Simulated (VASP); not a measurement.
# TaN in VASP: a series of runs, part 2 of 2

VASP 6.6.1. The steps go on from the part before.

## (3) Single point, PBEsol (atoms moved at random and the cell strained at random)

Input file INCAR:

```
SYSTEM = TaN
  PREC = Accurate
  ENCUT = 520
  EDIFF = 1E-7
  ISMEAR = 0
  SIGMA = 0.1
  LREAL = .FALSE.
  LASPH = .TRUE.
  NELM = 80
  ALGO = Normal
  ISIF = 2
  LWAVE = .FALSE.
  LCHARG = .FALSE.
  GGA = PS
  NBANDS = 15
```

Input file KPOINTS:

```
regular mesh
0
G
  14 14 14
  0 0 0
```

Input file POSCAR:

```
TaN
1.0
    2.8993935534      0.0111350157      0.0151600741
   -1.4400535703      2.4647980777     -0.0042723409
    0.0148762800      0.0037479000      2.8046112300
Ta N
1 1
Direct
    0.3313776384      0.6567035387      0.5046340617
    0.0019556949      0.0099631280     -0.0046340617
```

Potentials or basis: VASP PAW PBE potentials, release 64 (Ta_pv, N).

Started as:

```bash
cat potpaw_PBE.64/Ta_pv/POTCAR potpaw_PBE.64/N/POTCAR > POTCAR
mpirun -np 1 vasp_std > vasp.out
```

OUTCAR:

```text
SYSTEM = TaN
   PREC = Accurate
   ENCUT = 520
   EDIFF = 1E-7
   ISMEAR = 0
   LREAL = .FALSE.
   LASPH = .TRUE.
   NELM = 80
   ISIF = 2
   GGA = PS

 ion  position               nearest neighbor table
   1  0.331  0.657  0.505-   2 2.11   2 2.15   2 2.18   2 2.19   2 2.20   2 2.23
   2  0.002  0.010  0.995-   1 2.11   1 2.15   1 2.18   1 2.19   1 2.20   1 2.23

  LATTYP: Found a triclinic cell.
 ALAT       =     2.8994545683
 B/A-ratio  =     0.9845457612
 C/A-ratio  =     0.9673037191
 COS(alpha) =     0.0030185111
 COS(beta)  =     0.0105376797
 COS(gamma) =     0.5011409415

  Lattice vectors:

 A1 = (  -2.8993935534,  -0.0111350157,  -0.0151600741)
 A2 = (  -1.4400535703,   2.4647980777,  -0.0042723409)
 A3 = (  -0.0148762800,  -0.0037479000,  -2.8046112300)

Analysis of symmetry for initial positions (statically):
=====================================================================
 Subroutine PRICEL returns:
 Original cell was already a primitive cell.

 Routine SETGRP: Setting up the symmetry group for a
 triclinic supercell.

 Subroutine GETGRP returns: Found  1 space group operations
 (whereof  1 operations were pure point group operations)
 out of a pool of  2 trial point group operations.

The static configuration has the point symmetry C_1 .

Analysis of symmetry for dynamics (positions and initial velocities):
=====================================================================
 Subroutine PRICEL returns:
 Original cell was already a primitive cell.

 Routine SETGRP: Setting up the symmetry group for a
 triclinic supercell.

 Subroutine GETGRP returns: Found  1 space group operations
 (whereof  1 operations were pure point group operations)
 out of a pool of  2 trial point group operations.

The dynamic configuration has the point symmetry C_1 .

 Subroutine INISYM returns: Found  1 space group operations
 (whereof  1 operations are pure point group operations),
 and found     1 'primitive' translations

----------------------------------------------------------------------------------------

[... 124 lines left out ...]
 Gauss-broadening in eV      SIGMA  =   0.10
  energy-cutoff  :      520.00
  volume of cell :       20.09
 maximum number of plane-waves:       560
 NGX is ok and might be reduce to    24
   NGX = 11   NGY = 11   NGZ = 11

 number of electron      16.0000001 magnetization

 Free energy of the ion-electron system (eV)
  ---------------------------------------------------
  ext. energy  EPLUGINS =         0.00000000
  ---------------------------------------------------
  free energy    TOTEN  =       -23.67259844 eV

  energy without entropy =      -23.67234118  energy(sigma->0) =      -23.67246981

 E-fermi :   8.8146     XC(G=0): -13.8900

 val. band max:        8.7968348233   @ k =   0.0000  -0.0714   0.4286
 cond. band min:       8.8303124524   @ k =   0.0000   0.0000   0.3571
 fundamental gap:      0.0334776291
 Fermi energy:         8.8146125823

 k-point     1 :       0.0000    0.0000    0.0000
  band No.  band energies     occupation
      1     -25.7106      2.00000
      2     -25.4526      2.00000
      3     -25.4101      2.00000
      4      -9.4407      2.00000
      5       3.7307      2.00000
      6       3.9225      2.00000
      7       4.4198      2.00000
      8       5.9205      2.00000
      9      11.4483      0.00000
     10      12.6546      0.00000
     11      12.9812      0.00000
     12      13.2344      0.00000
     13      13.4071      0.00000
     14      22.3056      0.00000
[... 401 lines left out ...]
      2     -25.6508      2.00000
      3     -25.5484      2.00000
      4      -8.6306      2.00000
      5       2.3100      2.00000
      6       4.3180      2.00000
      7       4.7996      2.00000
      8       5.3041      2.00000
      9      11.2818      0.00000
     10      12.7736      0.00000
     11      13.1462      0.00000
     12      13.8812      0.00000
     13      14.3253      0.00000
     14      22.4162      0.00000
     15      22.7718      0.00000

 [... further k-points ...]

------------------------ aborting loop because EDIFF is reached ----------------------------------------

  FORCE on cell =-STRESS in cart. coord.  units (eV):
  Direction    XX          YY          ZZ          XY          YZ          ZX
  --------------------------------------------------------------------------------------
  -------------------------------------------------------------------------------------
  Total        2.0612794      3.6631371      3.9240304     -0.2060169     -0.2342194     -0.3629896
  in kB      164.4090382    292.1742890    312.9833157    -16.4320444    -18.6814968    -28.9522966
  external PRESSURE =     256.5222143 kB  Pullay stress =       0.0000000 kB

 VOLUME and BASIS-vectors are now :
 -----------------------------------------------------------------------------
  energy-cutoff  :      520.00
  volume of cell :       20.09
      direct lattice vectors                 reciprocal lattice vectors
     2.899393553  0.011135016  0.015160074     0.344138502  0.201058633 -0.002094069
    -1.440053570  2.464798078 -0.004272341    -0.001551854  0.404805156 -0.000532724
     0.014876280  0.003747900  2.804611230    -0.001862574 -0.000470154  0.356566165

 POSITION                                       TOTAL-FORCE (eV/Angst)
 -----------------------------------------------------------------------------------
      0.02261      1.62422      1.41752        -0.220629      0.954697     -0.513504
      0.00613      0.02831      2.79160         0.220629     -0.954697      0.513504
 -----------------------------------------------------------------------------------
    total drift:                                0.000016      0.000001     -0.000024

  FREE ENERGIE OF THE ION-ELECTRON SYSTEM (eV)
  ---------------------------------------------------
  free  energy   TOTEN  =       -23.6725984362 eV

  energy  without entropy=      -23.6723411761  energy(sigma->0) =      -23.67246981
```

OSZICAR:

```text
N       E                     dE             d eps       ncg     rms          rms(c)
DAV:   1     0.905521190901E+02    0.90552E+02   -0.87842E+03 41304   0.115E+03
DAV:   2    -0.231945616214E+02   -0.11375E+03   -0.10721E+03 49554   0.310E+02
DAV:   3    -0.259625279431E+02   -0.27680E+01   -0.27564E+01 48119   0.453E+01
DAV:   4    -0.259729235613E+02   -0.10396E-01   -0.10393E-01 53012   0.301E+00
DAV:   5    -0.259729773511E+02   -0.53790E-04   -0.53788E-04 48532   0.201E-01    0.276E+01
DAV:   6    -0.237459903602E+02    0.22270E+01   -0.34054E+00 54174   0.225E+01    0.121E+01
DAV:   7    -0.237051007411E+02    0.40890E-01   -0.56916E-01 43107   0.570E+00    0.787E+00
DAV:   8    -0.236796675623E+02    0.25433E-01   -0.10953E-01 52431   0.277E+00    0.159E+00
DAV:   9    -0.236726702686E+02    0.69973E-02   -0.13690E-02 46334   0.982E-01    0.166E-01
DAV:  10    -0.236726729962E+02   -0.27276E-05   -0.10624E-03 50632   0.385E-01    0.803E-02
DAV:  11    -0.236725981755E+02    0.74821E-04   -0.10234E-04 48798   0.113E-01    0.959E-03
DAV:  12    -0.236725986342E+02   -0.45870E-06   -0.12138E-05 43303   0.326E-02    0.532E-03
DAV:  13    -0.236725985152E+02    0.11896E-06   -0.53299E-08 38252   0.208E-03    0.277E-03
DAV:  14    -0.236725984362E+02    0.78992E-07   -0.13219E-08 21739   0.132E-03
   1 F= -.23672598E+02 E0= -.23672470E+02  d E =-.257260E-03
```

Wall time 6.1 min (1 thread of AMD EPYC 7R13, shared host); peak memory 0.48 GiB.

What came out:

| Item | Value |
| --- | --- |
| Free energy | -23.6726 eV |
| Pressure | 25.7 GPa |
| Largest force | 1.106 eV/Å |
| Band gap on the k mesh | zero (bands 8 and 9 overlap by 0.33 eV) |

Forces on the atoms (eV/Å):
```
Ta  -0.221  0.955 -0.514
N    0.221 -0.955  0.514
```

Stress tensor (GPa, compression positive):
```
16.44 -1.64 -2.90
-1.64 29.22 -1.87
-2.90 -1.87 31.30
```

Caveat: the cell differs from its parent crystal (atoms moved at random and the cell strained at random); the stress differs along the axes, from 16 to 31 GPa; the PAW data sets were made with another functional, which shifts forces and pressure a little; spin-orbit coupling is left out, which moves the levels of the heavy elements.

The gap in the log of VASP goes by the Fermi energy; the results here count the filled bands.